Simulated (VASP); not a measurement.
A run of VASP 6.6.1 is set up as follows.

The input INCAR:

```
ALGO = Fast
EDIFF = 1E-6
ENCUT = 520
GGA = PS
ISIF = 2
ISMEAR = 0
LASPH = T
LCHARG = F
LREAL = F
LWAVE = F
NBANDS = 11
NELM = 80
PREC = Accurate
SIGMA = 0.1
```

The input KPOINTS:

```
k-points
0
Gamma
  18 18 18
```

POSCAR

```
Pd
1.0
    0.0000000000      1.8566635875      1.8566635875
    1.8566635875      0.0000000000      1.8566635875
    1.8566635875      1.8566635875      0.0000000000
Pd
1
Direct
    0.0000000000      0.0000000000      0.0000000000
```

Potentials or basis: VASP PAW PBE potentials, release 64 (Pd).

Launch:

```sh
$ cat potpaw_PBE.64/Pd/POTCAR > POTCAR
$ mpirun -np 1 vasp_std > vasp.out
```

Problem. Predict the band gap on the k mesh.

Solution. Zero (band 5 reaches 12.63 eV, above the bottom of band 6 at 10.61 eV).

Problem. Predict the pressure.

Solution. 36.3 GPa.

Caveat: the PAW data sets were made with another functional, which shifts forces and pressure a little.
